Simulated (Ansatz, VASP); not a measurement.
# One calculation of Be, two programs

```
Be
1.0
    -1.25312    1.25312    1.22806
     1.25312   -1.25312    1.22806
     1.25312    1.25312   -1.22806
Be
1
Direct
  0.00000 0.00000 0.00000
```

Change from the starting cell: zz strain of -2 %, crystal datasets.

Alike in both runs: task electric field gradients; functional PBEsol; k mesh 23 × 23 × 23; occupations fermi-dirac, width 0.03 eV; no spin polarisation.

```csv
,VASP,Ansatz
version,VASP 6.6.1,Ansatz 0.2.0
potentials or method,"VASP PAW PBE potentials, release 64 (Be), cutoff 520 eV","all-electron PAW with datasets made for the crystal, scalar-relativistic"
```

Ansatz gave:

- pressure (GPa): 0.4
- traceless stress, the component that is largest in VASP (GPa): 0.18
- size of Vzz on the site where it differs most (V/Å²): 0.2

Question: Estimate VASP's values.

Answer: Pressure (GPa): 0.9; traceless stress, the component that is largest in VASP (GPa): 0.18; size of Vzz on the site where it differs most (V/Å²): 0.2.

VASP's potentials were made for PBE, not for PBEsol. Ansatz ran all-electron here, and VASP with PAW potentials.
